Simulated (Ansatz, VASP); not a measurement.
**Two plane-wave programs on Ta**

```xyz
2
Lattice="0.0000 3.0418 3.0418 3.0418 0.0000 3.0418 3.0418 3.0418 0.0000" Properties=species:S:1:pos:R:3 pbc="T T T"
Ta    0.7605    0.7605    0.7605
Ta    5.3232    5.3232    5.3232
```

Alike in both runs: task single point; functional PBEsol; k mesh 10 × 10 × 10; occupations fermi-dirac, width 0.1 eV; no spin polarisation.

|  | VASP | Ansatz |
| --- | --- | --- |
| version | VASP 6.6.1 | Ansatz 0.2.0 |
| potentials or method | VASP PAW PBE potentials, release 64 (Ta_pv), cutoff 520 eV | plane waves (420 eV) with PAW, scalar-relativistic |
| valence electrons in the cell | 22 | 26 |

|  | VASP | Ansatz | Ansatz less VASP |
| --- | --- | --- | --- |
| pressure (GPa) | -2.7 | -2.7 | -0.07 |

VASP's potentials were made for PBE, not for PBEsol, and Ansatz warns of the same on its side. VASP's potentials hold 22 valence electrons a cell and Ansatz's 26, so a difference there can come from the potentials and not from the codes.

Spin-orbit coupling is off throughout.
